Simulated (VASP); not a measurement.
Input of a VASP 6.6.1 run:

INCAR

```
SYSTEM = BAs
PREC     = Accurate       ! precision mode
ENCUT    = 600            ! plane-wave cutoff, eV
EDIFF    = 1E-8           ! SCF threshold, eV
ISMEAR   = 0              ! smearing method
SIGMA    = 0.01           ! smearing width, eV
LREAL    = .False.        ! projectors in reciprocal space
LASPH    = .True.         ! aspherical terms in the spheres
NELM     = 100            ! most SCF steps
ALGO     = Normal         ! electronic algorithm
ISIF     = 3              ! what is computed and relaxed
LWAVE    = .False.        ! write WAVECAR
LCHARG   = .True.         ! write CHGCAR
GGA      = PE             ! functional
IBRION   = 6              ! ionic algorithm
NFREE    = 2            
POTIM    = 0.015          ! step
NSW      = 1              ! ionic steps
```

File KPOINTS:

```
regular mesh
0
Gamma
  8 8 8
  0 0 0
```

File POSCAR:

```
BAs
1.0
    0.0000000000      2.4048000000      2.4048000000
    2.4048000000      0.0000000000      2.4048000000
    2.4048000000      2.4048000000      0.0000000000
B As
1 1
Direct
    0.0000000000      0.0000000000      0.0000000000
    0.2500000000      0.2500000000      0.2500000000
```

Potentials or basis: VASP PAW PBE potentials, release 64 (B, As).

Run with:

```bash
$ cat potpaw_PBE.64/B/POTCAR potpaw_PBE.64/As/POTCAR > POTCAR
$ mpirun -np 1 vasp_std > vasp.out
```

(1) What does it give for the elastic constants C11, C12, C44?

(2) Predict the Voigt bulk modulus.

(3) Predict the highest phonon frequency at Γ, LO-TO splitting left out.

Answers

(1) 269, 66, 145 GPa.

(2) 134 GPa.

(3) 682 cm⁻¹.
